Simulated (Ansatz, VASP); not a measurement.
# One calculation of Ti3Al, two programs

File INCAR:

```
ALGO = Normal ; EDIFF = 1E-6
ENCUT = 500 ; GGA = PS
GGA_COMPAT = False ; ISIF = 2
ISMEAR = 0 ; ISPIN = 2
LASPH = True ; LCHARG = True
LELF = True ; LMAXMIX = 4
LORBIT = 11 ; LREAL = False
LVHAR = True ; LWAVE = False
MAGMOM = 0.22 0.22 0.96 0 ; NBANDS = 32
NELM = 200 ; PREC = Accurate
SIGMA = 0.15
```

File KPOINTS:

```
k-points
0
Gamma
  14 14 14
```

Contents of POSCAR:

```
Ti3Al
1.0
    0.0000000000      3.1915212988      3.1915212988
    3.1915212988      0.0000000000      3.1915212988
    3.1915212988      3.1915212988      0.0000000000
Ti Al
3 1
Direct
    0.7500000000      0.7500000000      0.7500000000
    0.2500000000      0.2500000000      0.2500000000
    0.0000000000      0.0000000000      0.0000000000
    0.5000000000      0.5000000000      0.5000000000
```

Input for Ansatz:

```yaml
crystal:
  lattice:
    - [0.0, 3.1915212958, 3.1915212958]
    - [3.1915212958, 0.0, 3.1915212958]
    - [3.1915212958, 3.1915212958, 0.0]
  atoms:
    - { symbol: Ti, position: [0.75, 0.75, 0.75], spin: 0.22 }
    - { symbol: Ti, position: [0.25, 0.25, 0.25], spin: 0.22 }
    - { symbol: Ti, position: [0.0, 0.0, 0.0], spin: 0.96 }
    - { symbol: Al, position: [0.5, 0.5, 0.5] }
basis:
  ecutwfc: 420
kpoints:
  mp_grid: { grid: [14, 14, 14] }
hamiltonian:
  xc: pbesol
scf:
  occupations: { method: gaussian, width: 0.15 }
output:
  forces: true
  stress: true
  eigenvalues: true
  populations: true
  write_density: true
  write_potential: true
  elf: true
  volumetric_format: npy
magnetization:
  spin_polarized: true
```

Alike in both runs: task single point; functional PBEsol; k mesh 14 × 14 × 14; occupations gaussian, width 0.15 eV; collinear spin.

|  | VASP | Ansatz |
| --- | --- | --- |
| version | VASP 6.6.1 | Ansatz 0.2.0 |
| potentials or method | VASP PAW PBE potentials, release 64 (Ti_sv, Al), cutoff 500 eV | scalar-relativistic, plane waves, PAW |
| valence electrons in the cell | 39 | 39 |

|  | VASP | Ansatz | Ansatz less VASP |
| --- | --- | --- | --- |
| gap on the k mesh at the Fermi level (eV) | none | none | - |
| pressure (GPa) | -0.1 | 0.0 | +0.12 |
| net moment per atom (μB) | 0.42 | 0.42 | 0.000 |
| size of the moment on the site where the two differ most (μB) | 0.20 | 0.21 | +0.005 |

VASP's potentials were made for PBE, not for PBEsol. Site moments also hang on the region over which each program counts them. A gap of «none» marks a metal or a gap that the smearing closes.
